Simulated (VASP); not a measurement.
Set up this calculation in VASP 6.6.1, as the native input.

```yaml
Task: single point
Functional: PBEsol
Dispersion: D3(BJ)
Potentials_or_basis: VASP PAW PBE potentials, release 64 (Mo_sv, S)
Cutoff: 520 eV
k_mesh: 14 × 14 × 3
Occupations: gaussian, width 0.15 eV
Spin: no spin polarisation
Dipole_correction: no
Further_INCAR_settings: ALGO = Fast; EDIFF = 1e-07; NBANDS = 49
```

The structure of MoS2 lies in POSCAR:

```
MoS2
1.0
   -3.0798097231      0.0000000000      0.0000000000
   -1.5399048616     -2.6671934590      0.0000000000
   -3.6957716678     -2.1337547672     18.8911508765
Mo S
3 6
Direct
    0.5439448501      0.5439448501      0.1534022707
    0.3862927200     -0.6137072800      0.7671341000
   -0.0348812150     -0.0348812150      0.4602681854
   -0.0152098463     -0.0152098463      0.8523456413
    0.5636162187     -0.4363837813      0.5454797266
    0.1424422837      0.1424422837      0.2386138120
    0.3666213514      0.3666213514      0.3750566441
    0.9454474164     -0.0545525836      0.0681907294
   -0.2122047136     -0.2122047136      0.6819225587
```

This cell differs from its parent crystal: the part above a cut slid along it.

The input as run:

INCAR

```
PREC     = Accurate       # precision mode
ENCUT    = 520            # plane-wave cutoff, eV
EDIFF    = 1E-7           # SCF threshold, eV
ISMEAR   = 0              # smearing method
SIGMA    = 0.15           # smearing width, eV
LREAL    = False          # projectors in reciprocal space
LASPH    = True           # aspherical terms in the spheres
NELM     = 100            # most SCF steps
ALGO     = Fast           # electronic algorithm
ISIF     = 2              # what is computed and relaxed
LWAVE    = False          # write WAVECAR
LCHARG   = False          # write CHGCAR
GGA      = PS             # functional
IVDW     = 12             # dispersion correction
NBANDS   = 49             # bands
```

KPOINTS

```
Automatic mesh
0
Gamma
  14 14 3
```

Potentials or basis: VASP PAW PBE potentials, release 64 (Mo_sv, S).

Command:

```bash
$ cat potpaw_PBE.64/Mo_sv/POTCAR potpaw_PBE.64/S/POTCAR > POTCAR
$ mpirun -np 1 vasp_std > vasp.out
```

It gave:

```yaml
Pressure: -0.2 GPa
Largest_force: 0.140 eV/Å
Band_gap_on_the_k_mesh: zero (bands 39 and 40 overlap by 0.46 eV)
Dispersion_energy_per_atom: -0.384 eV
```

Caveat: the cell differs from its parent crystal (the part above a cut slid along it); the PAW data sets were made with another functional, which shifts forces and pressure a little.

It took 45 min on 1 thread of Oxide Virtual Turin-like Processor, with other jobs on the host, peak memory 0.88 GiB.
